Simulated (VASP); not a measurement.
# GaCo in VASP: further runs

GaCo is run at these levels: PBEsol; tasks: single point.

Program: VASP 6.6.1. These are calculated values, not measurements. Logs are shortened: lines on timing, memory, paths and dates and some standing lists are left out, and cuts for length are marked.

## 1. The cell of the first run

Symmetry: Pm-3m, No. 221, cubic system. Conventional cell: a = 2.768 Å, b = 2.768 Å, c = 2.768 Å, α = 90.00°, β = 90.00°, γ = 90.00°. Ga (site symmetry m-3m) has 8 Co at 2.40 Å and 6 Ga at 2.77 Å within 3.2 Å. Co (site symmetry m-3m) has 8 Ga at 2.40 Å and 6 Co at 2.77 Å within 3.2 Å.

## 2. Single point, PBEsol (strain -0.040 along x and y, -0.040 along z)

The input, INCAR:

```
SYSTEM = GaCo
ALGO = Normal
EDIFF = 1E-6
ENCUT = 520
GGA = PS
ISIF = 2
ISMEAR = 0
LASPH = .True.
LCHARG = .False.
LREAL = .False.
LWAVE = .False.
NBANDS = 18
NELM = 80
PREC = Accurate
SIGMA = 0.15
```

The input, KPOINTS:

```
k-points
0
Gamma
  16 16 16
  0 0 0
```

The input, POSCAR:

```
GaCo
1.0
    2.7677760000      0.0000000000      0.0000000000
    0.0000000000      2.7677760000      0.0000000000
    0.0000000000      0.0000000000      2.7677760000
Ga Co
1 1
Direct
    0.5000000000      0.5000000000      0.5000000000
    0.0000000000      0.0000000000      0.0000000000
```

Potentials or basis: VASP PAW PBE potentials, release 64 (Ga_d, Co).

Started as:

```
$ cat potpaw_PBE.64/Ga_d/POTCAR potpaw_PBE.64/Co/POTCAR > POTCAR
$ mpirun -np 1 vasp_std > vasp.out
```

OUTCAR:

```text
SYSTEM = GaCo
   EDIFF = 1E-6
   ENCUT = 520
   GGA = PS
   ISIF = 2
   ISMEAR = 0
   LASPH = .True.
   LREAL = .False.
   NELM = 80
   PREC = Accurate

 ion  position               nearest neighbor table
   1  0.500  0.500  0.500-   2 2.40   2 2.40   2 2.40   2 2.40   2 2.40   2 2.40   2 2.40   2 2.40

   2  0.000  0.000  0.000-   1 2.40   1 2.40   1 2.40   1 2.40   1 2.40   1 2.40   1 2.40   1 2.40

  LATTYP: Found a simple cubic cell.
 ALAT       =     2.7677760000

  Lattice vectors:

 A1 = (   2.7677760000,   0.0000000000,   0.0000000000)
 A2 = (   0.0000000000,   2.7677760000,   0.0000000000)
 A3 = (   0.0000000000,   0.0000000000,   2.7677760000)

Analysis of symmetry for initial positions (statically):
=====================================================================
 Subroutine PRICEL returns:
 Original cell was already a primitive cell.

 Routine SETGRP: Setting up the symmetry group for a
 simple cubic supercell.

 Subroutine GETGRP returns: Found 48 space group operations
 (whereof 48 operations were pure point group operations)
 out of a pool of 48 trial point group operations.

The static configuration has the point symmetry O_h .

Analysis of symmetry for dynamics (positions and initial velocities):
=====================================================================
 Subroutine PRICEL returns:
 Original cell was already a primitive cell.

 Routine SETGRP: Setting up the symmetry group for a
 simple cubic supercell.

 Subroutine GETGRP returns: Found 48 space group operations
 (whereof 48 operations were pure point group operations)
 out of a pool of 48 trial point group operations.

The dynamic configuration has the point symmetry O_h .

 Subroutine INISYM returns: Found 48 space group operations
 (whereof 48 operations are pure point group operations),
 and found     1 'primitive' translations

----------------------------------------------------------------------------------------

                                     Primitive cell

  volume of cell :      21.2028

  direct lattice vectors                    reciprocal lattice vectors
     2.767776000  0.000000000  0.000000000     0.361300915  0.000000000  0.000000000
     0.000000000  2.767776000  0.000000000     0.000000000  0.361300915  0.000000000
     0.000000000  0.000000000  2.767776000     0.000000000  0.000000000  0.361300915

  length of vectors
     2.767776000  2.767776000  2.767776000     0.361300915  0.361300915  0.361300915

  position of ions in fractional coordinates (direct lattice)
     0.500000000  0.500000000  0.500000000
     0.000000000  0.000000000  0.000000000

  ion indices of the primitive-cell ions
   primitive index   ion index
                 1           1
                 2           2

----------------------------------------------------------------------------------------

 KPOINTS: k-points

Automatic generation of k-mesh.
 Grid dimensions read from file:
 generate k-points for:   16   16   16

 Generating k-lattice:

  Cartesian coordinates                     Fractional coordinates (reciprocal lattice)
     0.022581307  0.000000000  0.000000000     0.062500000  0.000000000  0.000000000
     0.000000000  0.022581307  0.000000000     0.000000000  0.062500000  0.000000000
     0.000000000  0.000000000  0.022581307     0.000000000  0.000000000  0.062500000

  Length of vectors
     0.022581307  0.022581307  0.022581307

  Shift w.r.t. Gamma in fractional coordinates (k-lattice)
     0.000000000  0.000000000  0.000000000

 Subroutine IBZKPT returns following result:
 ===========================================

 Found    165 irreducible k-points:

 Following reciprocal coordinates:
            Coordinates               Weight
  0.000000  0.000000  0.000000      1.000000
  0.062500  0.000000  0.000000      6.000000
  0.125000  0.000000  0.000000      6.000000
  0.187500  0.000000  0.000000      6.000000
  0.250000  0.000000  0.000000      6.000000
  0.312500  0.000000  0.000000      6.000000
[... 16 lines left out ...]
  0.437500  0.125000  0.000000     24.000000
  0.500000  0.125000  0.000000     12.000000
 [... further k-points ...]
   k-points           NKPTS =    165   k-points in BZ     NKDIM =    165   number of bands    NBANDS=     18
   number of dos      NEDOS =    301   number of ions     NIONS =      2
   total plane-waves  NPLWV =  13824
   dimension x,y,z NGX =    24 NGY =   24 NGZ =   24
   dimension x,y,z NGXF=    48 NGYF=   48 NGZF=   48
   ions per type =               1   1
   NGX,Y,Z   is equivalent  to a cutoff of  14.42, 14.42, 14.42 a.u.
   NGXF,Y,Z  is equivalent  to a cutoff of  28.83, 28.83, 28.83 a.u.
 SYSTEM =  GaCo
   PREC   = accura    normal or accurate (medium, high low for compatibility)
   ISTART =      0    job   : 0-new  1-cont  2-samecut
   ICHARG =      2    charge: 1-file 2-atom 10-const
   ISPIN  =      1    spin polarized calculation?
   LNONCOLLINEAR =      F non collinear calculations
   LSORBIT =      F    spin-orbit coupling
   LASPH  =      T    aspherical Exc in radial PAW
   ENCUT  =  520.0 eV  38.22 Ry    6.18 a.u.   5.15  5.15  5.15*2*pi/ulx,y,z
   NELM   =     80;   NELMIN=  2; NELMDL= -5     # of ELM steps
   EDIFF  = 0.1E-05   stopping-criterion for ELM
   LREAL  =      F    real-space projection
   EDIFFG = 0.1E-04   stopping-criterion for IOM
   NSW    =      0    number of steps for IOM
   IBRION =     -1    ionic relax: 0-MD 1-quasi-New 2-CG
   NFREE  =      0    steps in history (QN), initial steepest desc. (CG)
   ISIF   =      2    stress and relaxation
   ISYM   =      2    0-nonsym 1-usesym 2-fastsym
   POTIM  = 0.5000    time-step for ionic-motion
   TEBEG  =    0.0;   TEEND  =   0.0 temperature during run
   PSTRESS=    0.0 pullay stress
   NELECT =      22.0000    total number of electrons
   NUPDOWN=      -1.0000    fix difference up-down
   EMIN   =  10.00;   EMAX   =-10.00  energy-range for DOS
   EFERMI =   0.00;   METHOD = LEGACY
   ISMEAR =     0;   SIGMA  =   0.15  broadening in eV -4-tet -1-fermi 0-gaus
   EFERMI_NEDOS =   21; number of points for ismear=-14 and -15
   IALGO  =     38    algorithm
   IMIX   =      4    mixing-type and parameters
     AMIX     =   0.40;   BMIX     =  1.00
     AMIX_MAG =   1.60;   BMIX_MAG =  1.00
  volume/ion in A,a.u.               =      10.60        71.54
  Fermi-wavevector in a.u.,A,eV,Ry     =   1.657365  3.131965 37.373274  2.746858
  Thomas-Fermi vector in A             =   2.745130
   LORBIT       =      0    0 simple, 1 ext, 2 COOP (PROOUT), +10 PAW based schemes
   GGA     = PS    functional components
   LHFCALC =     F    Hartree Fock is set to
   AEXX    =    0.0000 exact exchange contribution
   IVDW    =     0    specifies the selected vdW correction
   LEPSILON=     F    determine dielectric tensor
   LRPA    =     F    only Hartree local field effects (RPA)
 non-spin polarized calculation
 Gauss-broadening in eV      SIGMA  =   0.15
  energy-cutoff  :      520.00
  volume of cell :       21.20
 maximum number of plane-waves:       587
 NGX is ok and might be reduce to    24
   NGX = 11   NGY = 11   NGZ = 11

 number of electron      21.9999999 magnetization

 Free energy of the ion-electron system (eV)
  ---------------------------------------------------
  ext. energy  EPLUGINS =         0.00000000
  ---------------------------------------------------
  free energy    TOTEN  =       -11.68583318 eV

  energy without entropy =      -11.67367476  energy(sigma->0) =      -11.67975397

 E-fermi :  11.3000     XC(G=0): -14.0519

 val. band max:       11.2787576700   @ k =   0.5000   0.3125   0.0000
 cond. band min:      11.3005641290   @ k =   0.4375   0.3750   0.0625
 fundamental gap:      0.0218064591
 Fermi energy:        11.3000400662

 k-point     1 :       0.0000    0.0000    0.0000
  band No.  band energies     occupation
      1      -4.0815      2.00000
      2      -4.0815      2.00000
      3      -3.5983      2.00000
      4      -3.5983      2.00000
      5      -3.5983      2.00000
      6      -1.8333      2.00000
[... 10 lines left out ...]
     17      25.9264      0.00000
     18      35.1400      0.00000

 k-point     2 :       0.0625    0.0000    0.0000
  band No.  band energies     occupation
      1      -4.0781      2.00000
      2      -4.0675      2.00000
      3      -3.6033      2.00000
      4      -3.6033      2.00000
      5      -3.5970      2.00000
      6      -1.7524      2.00000
[... 10 lines left out ...]
     17      26.2658      0.00000
     18      34.4771      0.00000

 k-point     3 :       0.1250    0.0000    0.0000
  band No.  band energies     occupation
      1      -4.0687      2.00000
      2      -4.0287      2.00000
      3      -3.6176      2.00000
      4      -3.6176      2.00000
      5      -3.5933      2.00000
      6      -1.5091      2.00000
[... 10 lines left out ...]
     17      27.5149      0.00000
     18      33.1702      0.00000

 k-point     4 :       0.1875    0.0000    0.0000
  band No.  band energies     occupation
      1      -4.0545      2.00000
      2      -3.9729      2.00000
      3      -3.6389      2.00000
      4      -3.6389      2.00000
      5      -3.5877      2.00000
      6      -1.1026      2.00000
[... 375 lines left out ...]
      4      -3.7133      2.00000
      5      -3.5964      2.00000
      6       1.3404      2.00000
[... 10 lines left out ...]
     17      27.5673      0.00000
     18      28.1512      0.00000

 k-point    23 :       0.4375    0.1250    0.0000
  band No.  band energies     occupation
      1      -3.9659      2.00000
      2      -3.7775      2.00000
      3      -3.7279      2.00000
      4      -3.7263      2.00000
      5      -3.5941      2.00000
      6       2.2879      2.00000
[... 10 lines left out ...]
     17      26.1530      0.00000
     18      28.3016      0.00000

 k-point    24 :       0.5000    0.1250    0.0000
  band No.  band energies     occupation
      1      -3.9628      2.00000
      2      -3.7833      2.00000
      3      -3.7331      2.00000
      4      -3.7146      2.00000
      5      -3.5933      2.00000
      6       2.9959      2.00000
[... 10 lines left out ...]
     17      25.3980      0.00000
     18      28.1489      0.00000

 [... further k-points ...]
[... 5 lines left out ...]
  --------------------------------------------------------------------------------------
  -------------------------------------------------------------------------------------
  Total        2.4932354      2.4932354      2.4932354      0.0000000      0.0000000     -0.0000000
  in kB      188.4000658    188.4000658    188.4000658      0.0000000      0.0000000     -0.0000000
  external PRESSURE =     188.4000658 kB  Pullay stress =       0.0000000 kB

 VOLUME and BASIS-vectors are now :
 -----------------------------------------------------------------------------
  energy-cutoff  :      520.00
  volume of cell :       21.20
      direct lattice vectors                 reciprocal lattice vectors
     2.767776000  0.000000000  0.000000000     0.361300915  0.000000000  0.000000000
     0.000000000  2.767776000  0.000000000     0.000000000  0.361300915  0.000000000
     0.000000000  0.000000000  2.767776000     0.000000000  0.000000000  0.361300915

 POSITION                                       TOTAL-FORCE (eV/Angst)
 -----------------------------------------------------------------------------------
      1.38389      1.38389      1.38389         0.000000      0.000000      0.000000
      0.00000      0.00000      0.00000         0.000000      0.000000      0.000000
 -----------------------------------------------------------------------------------
    total drift:                                0.000000      0.000000     -0.000000

  FREE ENERGIE OF THE ION-ELECTRON SYSTEM (eV)
  ---------------------------------------------------
  free  energy   TOTEN  =       -11.6858331821 eV

  energy  without entropy=      -11.6736747590  energy(sigma->0) =      -11.67975397
```

It took 29 s on 1 thread of AMD EPYC 9R45 (Zen 5), shared host; peak memory 0.15 GiB.

Results:

| Property | Result |
| --- | --- |
| Free energy | -11.6858 eV |
| Pressure | 18.8 GPa |
| Band gap on the k mesh | zero (band 11 reaches 13.15 eV, above the bottom of band 12 at 11.00 eV) |

Levels at points of the mesh, in eV from the Fermi level:
```csv
k point,band 8,band 9,band 10,band 11,band 12,band 13,band 14,band 15
"(0.00, 0.00, 0.00)",-3.03,-0.85,-0.85,-0.85,5.59,5.59,5.59,11.88
"(0.50, 0.00, 0.00)",-2.81,-2.07,-2.07,-0.86,0.13,11.78,11.78,12.20
"(0.50, 0.50, 0.00)",-3.58,-2.86,-1.42,-1.42,-0.30,2.88,3.69,12.72
"(0.50, 0.50, 0.50)",-4.78,-0.25,-0.25,1.40,4.08,4.08,4.08,5.34
```

Caveat: the cell differs from its parent crystal (strain -0.040 along x and y, -0.040 along z); the PAW data sets were made with another functional, which shifts forces and pressure a little. Spin polarisation is off, so any magnetic state and its effect on volume and gap are missing.

(Part 1 of 2 ends here.)
